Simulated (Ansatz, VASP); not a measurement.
AlAs: VASP beside Ansatz

File INCAR:

```
ALGO     = Normal         # electronic algorithm
EDIFF    = 1E-6           # SCF threshold, eV
ENCUT    = 500            # plane-wave cutoff, eV
GGA      = PS             # functional
GGA_COMPAT= F            
ISIF     = 2              # what is computed and relaxed
ISMEAR   = 0              # smearing method
LASPH    = T              # aspherical terms in the spheres
LCHARG   = T              # write CHGCAR
LELF     = T              # ELF
LREAL    = F              # projectors in reciprocal space
LVHAR    = T            
LWAVE    = F              # write WAVECAR
NBANDS   = 11             # bands
NELM     = 120            # most SCF steps
PREC     = Accurate       # precision mode
SIGMA    = 0.02           # smearing width, eV
```

KPOINTS

```
k-points
0
Gamma
  6 6 6
```

POSCAR

```
AlAs
1.0
    0.0000000000      2.8373087726      2.8373087726
    2.8373087726      0.0000000000      2.8373087726
    2.8373087726      2.8373087726      0.0000000000
Al As
1 1
Direct
    0.0000000000      0.0000000000      0.0000000000
    0.2500000000      0.2500000000      0.2500000000
```

Input for Ansatz:

```yaml
crystal:
  lattice:
    - [0.0, 2.8373087726, 2.8373087726]
    - [2.8373087726, 0.0, 2.8373087726]
    - [2.8373087726, 2.8373087726, 0.0]
  atoms:
    - { symbol: Al, position: [0.0, 0.0, 0.0] }
    - { symbol: As, position: [0.25, 0.25, 0.25] }
basis:
  ecutwfc: 420
kpoints:
  mp_grid: { grid: [6, 6, 6] }
hamiltonian:
  xc: pbesol
  pseudopotentials: { kind: paw, azcp: { folder: soft_1 } }
scf:
  occupations: { method: gaussian, width: 0.02 }
output:
  forces: true
  stress: true
  eigenvalues: true
```

Alike in both runs: task single point; functional PBEsol; k mesh 6 × 6 × 6; occupations gaussian, width 0.02 eV; no spin polarisation.

|  | VASP | Ansatz |
| --- | --- | --- |
| version | VASP 6.6.1 | Ansatz 0.2.0 |
| potentials or method | VASP PAW PBE potentials, release 64 (Al, As), cutoff 500 eV | scalar-relativistic, plane waves, PAW |
| valence electrons in the cell | 8 | 18 |

|  | VASP | Ansatz | Ansatz less VASP |
| --- | --- | --- | --- |
| gap on the k mesh at the Fermi level (eV) | 1.33 | 1.34 | +0.012 |
| least direct gap on the mesh (eV) | 1.92 | 1.91 | -0.014 |
| pressure (GPa) | 0.3 | 0.0 | -0.28 |

VASP's potentials were made for PBE, not for PBEsol, and Ansatz warns of the same on its side. VASP's potentials hold 8 valence electrons a cell and Ansatz's 18, so a difference there can come from the potentials and not from the codes.
